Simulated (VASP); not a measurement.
A run of VASP 6.6.1 is set up as follows.

Contents of INCAR:

```
SYSTEM = Al24HO2
PREC = Accurate
ENCUT = 520
EDIFF = 1E-6
ISMEAR = 0
SIGMA = 0.15
LREAL = Auto
LASPH = .TRUE.
NELM = 60
ALGO = Normal
ISIF = 2
LWAVE = .FALSE.
LCHARG = .FALSE.
GGA = PE
NBANDS = 62
```

Contents of KPOINTS:

```
regular mesh
0
G
  4 3 1
  0 0 0
```

File POSCAR:

```
Al24HO2
1.0
    5.7275650000      0.0000000000      0.0000000000
    4.2956740000      7.4403250000      0.0000000000
    0.0000000000      0.0000000000     20.0148060000
Al O H
24 2 1
Direct
    0.0000000000      0.0000000000      0.0499630100
    0.4999999900      0.0000000000      0.0499630100
   -0.0000000200      0.3333333400      0.0499630100
    0.4999999700      0.3333333400      0.0499630100
   -0.0000000400      0.6666666800      0.0499630100
    0.4999999500      0.6666666800      0.0499630100
    0.1632591900      0.1121980027      0.1671571987
    0.6652469792      0.1097277907      0.1673711851
    0.1615731339      0.4455967438      0.1645547024
    0.6607809017      0.4477723805      0.1659919687
    0.1574798093      0.7840354301      0.1689706193
    0.6612037004      0.7844403415      0.1668984081
   -0.1681963411      0.2229546869      0.2792523952
    0.3298627334      0.2242634885      0.2788492602
   -0.1687359923      0.5587083434      0.2761863478
    0.3232462078      0.5596923816      0.2806338878
   -0.1769968360      0.8885361424      0.2945803461
    0.3338730416      0.8924220828      0.2877677394
   -0.0027516243      0.0249319752      0.3983727925
    0.4666039450      0.0374987580      0.4074128036
   -0.0224899129      0.3497296819      0.3952607464
    0.4950606490      0.3347384624      0.3916007921
   -0.0567234254      0.7156289709      0.4229958134
    0.4436038121      0.6683189128      0.4004023914
    0.7939617214      0.5712353357      0.4370510948
    0.6713089449      0.8965155719      0.4815362290
    0.5857876831      0.8518099796      0.5122026679
```

Potentials or basis: VASP PAW PBE potentials, release 64 (Al, O, H).

The run is started by

```console
$ cat potpaw_PBE.64/Al/POTCAR potpaw_PBE.64/O/POTCAR potpaw_PBE.64/H/POTCAR > POTCAR
$ mpirun -np 1 vasp_std > vasp.out
```

Q: Predict the largest force.

A: 0.168 eV/Å.

Q: Predict the band gap on the k mesh.

A: Zero (an odd number of electrons rules out a gap without spin polarisation).

Forces in eV/Å, atoms in the order of the input:
```
Al   0.112 -0.009  0.039
Al  -0.111  0.057 -0.055
Al   0.084 -0.044 -0.060
Al  -0.102 -0.102  0.030
Al  -0.088 -0.028  0.003
Al   0.111  0.120  0.036
Al  -0.003  0.005  0.000
Al   0.001  0.000  0.000
Al  -0.001  0.000  0.002
Al  -0.004 -0.001  0.001
Al  -0.001  0.001  0.000
Al   0.000  0.003 -0.003
Al  -0.001  0.003 -0.002
Al  -0.001  0.002  0.000
Al   0.003  0.001  0.006
Al   0.002 -0.001  0.001
Al  -0.001 -0.004  0.007
Al   0.002 -0.004  0.001
Al  -0.008 -0.003  0.006
Al   0.020  0.006 -0.003
Al   0.007 -0.016 -0.012
Al  -0.007  0.000  0.003
Al   0.028  0.017  0.001
Al  -0.013  0.001 -0.002
O   -0.012  0.010  0.006
O    0.054  0.010 -0.100
H   -0.071 -0.026  0.094
```

Caveat: there is no dipole correction, which matters where the two faces differ.
